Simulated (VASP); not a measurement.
Write the native input for VASP 6.6.1 that does the following.

| Item | Value |
| --- | --- |
| Task | relaxation of cell and atoms |
| Functional | PBE |
| Potentials or basis | VASP PAW PBE potentials, release 64 (Ba_sv, S) |
| Cutoff | 500 eV |
| k mesh | 4 × 4 × 3 |
| Occupations | gaussian, width 0.15 eV |
| Spin | no spin polarisation |
| Dipole correction | no |
| Further INCAR settings | ALGO = Normal; EDIFF = 1e-07; IBRION = 2; EDIFFG = -0.08; NSW = 36; ISIF = 3 |

The structure of BaS lies in POSCAR:

```
BaS
1.0
    4.1676928400      0.0000000000      0.0000000000
   -2.0838464200      3.6093278800      0.0000000000
    0.0000000000      0.0000000000      4.4519100500
Ba S
1 1
Direct
    0.6666666700      0.3333333300      0.0000000000
    0.0000000000      0.0000000000      0.5000000000
```

The input as run:

INCAR

```
PREC = Accurate
ENCUT = 500
EDIFF = 1E-7
ISMEAR = 0
SIGMA = 0.15
LREAL = False
LASPH = True
NELM = 120
ALGO = Normal
ISIF = 3
LWAVE = False
LCHARG = False
GGA = PE
IBRION = 2
NSW = 36
EDIFFG = -0.08
GGA_COMPAT = False
NELMIN = 4
```

KPOINTS

```
Automatic mesh
0
Gamma
  4 4 3
```

Potentials or basis: VASP PAW PBE potentials, release 64 (Ba_sv, S).

Run with:

```bash
$ cat potpaw_PBE.64/Ba_sv/POTCAR potpaw_PBE.64/S/POTCAR > POTCAR
$ mpirun -np 1 vasp_std > vasp.out
```

It gave:

```json
{
 "Relaxed volume": "33.51 Å³/atom",
 "Relaxed cell": "a = 4.393 Å, b = 4.393 Å, c = 4.011 Å, α = 90.00°, β = 90.00°, γ = 120.00°",
 "Space group after relaxing (to 0.05 Å)": "P-6m2 (No. 187)",
 "Energy gained by relaxing": "143.7 meV/atom",
 "Ionic steps": "4",
 "Pressure after relaxing": "-0.1 GPa",
 "Band gap on the k mesh": "1.99 eV, direct"
}
```

Caveat: the k points lie up to 0.52 Å⁻¹ apart in the final cell; spin-orbit coupling is left out, which moves the levels of the heavy elements.

It took 32 s on 1 thread of Intel(R) Xeon(R) Platinum 8375C CPU @ 2.90GHz (Ice Lake), on a shared host, peak memory 0.16 GiB.
